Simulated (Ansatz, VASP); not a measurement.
**GaAs4: VASP beside Ansatz**

The input INCAR:

```
PREC = Accurate
ENCUT = 600
EDIFF = 1E-7
ISMEAR = 0
SIGMA = 0.1
LREAL = F
LASPH = T
NELM = 100
ALGO = Normal
ISIF = 3
LWAVE = F
LCHARG = F
GGA = PE
IBRION = 2
NSW = 100
EDIFFG = -0.01
```

File KPOINTS:

```
Automatic mesh
0
Gamma
  12 12 8
```

Contents of POSCAR:

```
GaAs4
1.0
    5.5820903677      0.0000000000      0.0000000000
   -2.7910451838      4.8342320646      0.0000000000
    0.0000000000      0.0000000000      5.3173797037
Ga As
1 4
Direct
    0.0000000000      0.0000000000      0.5000000000
    0.5000000000      0.0000000000      0.0000000000
    0.0000000000      0.5000000000      0.0000000000
    0.5000000000      0.5000000000      0.0000000000
    0.0000000000      0.0000000000      0.0000000000
```

Input for Ansatz:

```yaml
crystal:
  lattice:
    - [5.5820903677, 0.0, 0.0]
    - [-2.7910451838, 4.8342320646, 0.0]
    - [0.0, 0.0, 5.3173797037]
  atoms:
    - { symbol: Ga, position: [0.0, 0.0, 0.5] }
    - { symbol: As, position: [0.5, 0.0, 0.0] }
    - { symbol: As, position: [0.0, 0.5, 0.0] }
    - { symbol: As, position: [0.5, 0.5, 0.0] }
    - { symbol: As, position: [0.0, 0.0, 0.0] }
basis:
  ecutwfc: 420
kpoints:
  mp_grid: { grid: [12, 12, 8] }
hamiltonian:
  xc: pbe
scf:
  occupations: { method: gaussian, width: 0.1 }
output:
  forces: true
  stress: true
  eigenvalues: true
  write_density: true
  write_potential: true
  elf: true
  volumetric_format: npy
relax:
  adjacent_minimum: "off"
  f_tol: 0.01
  max_steps: 80
  cell: { stress_tol: 0.05 }
```

Alike in both runs: task relaxation of cell and atoms; functional PBE; k mesh 12 × 12 × 8; occupations gaussian, width 0.1 eV; no spin polarisation.

|  | VASP | Ansatz |
| --- | --- | --- |
| version | VASP 6.6.1 | Ansatz 0.2.0 |
| potentials or method | VASP PAW PBE potentials, release 64 (Ga_d, As), cutoff 600 eV | scalar-relativistic, plane waves, PAW |
| valence electrons in the cell | 33 | 73 |

|  | VASP | Ansatz | Ansatz less VASP |
| --- | --- | --- | --- |
| gap on the k mesh at the Fermi level, each at its own relaxed structure (eV) | none | none | - |
| relaxed volume (Å³/atom) | 28.19 | 28.14 | -0.055 |
| relaxed length of the cell vector where the two differ most in proportion (Å) | 5.161 | 5.155 | -0.0062 |

A gap of «none» marks a metal or a gap that the smearing closes. VASP's potentials hold 33 valence electrons a cell and Ansatz's 73, so a difference there can come from the potentials and not from the codes.
